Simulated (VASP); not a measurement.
Here is a VASP 6.6.1 calculation.

INCAR

```
PREC = Accurate ; ENCUT = 600
EDIFF = 1E-6 ; ISMEAR = 0
SIGMA = 0.1 ; LREAL = False
LASPH = True ; NELM = 120
ALGO = Normal ; ISIF = 2
LWAVE = False ; LCHARG = False
GGA = PE ; NBANDS = 16
GGA_COMPAT = False
```

KPOINTS

```
regular mesh
0
Gamma
  6 6 6
```

File POSCAR:

```
GaN
1.0
    0.0000000000      2.1813571372      2.1813571372
    2.1813571372      0.0000000000      2.1813571372
    2.1813571372      2.1813571372      0.0000000000
Ga N
1 1
Direct
    0.0000000000      0.0000000000      0.0000000000
    0.7500000000      0.7500000000      0.7500000000
```

Potentials or basis: VASP PAW PBE potentials, release 64 (Ga_d, N).

The run is started by

```bash
$ cat potpaw_PBE.64/Ga_d/POTCAR potpaw_PBE.64/N/POTCAR > POTCAR
$ mpirun -np 1 vasp_std > vasp.out
```

Question: What does it give for the band gap on the k mesh?

Answer: 2.35 eV, direct.

Question: What does it give for the pressure?

Answer: 28.0 GPa.

Expect the measured gap to be larger: semilocal functionals such as PBE lack the derivative discontinuity.
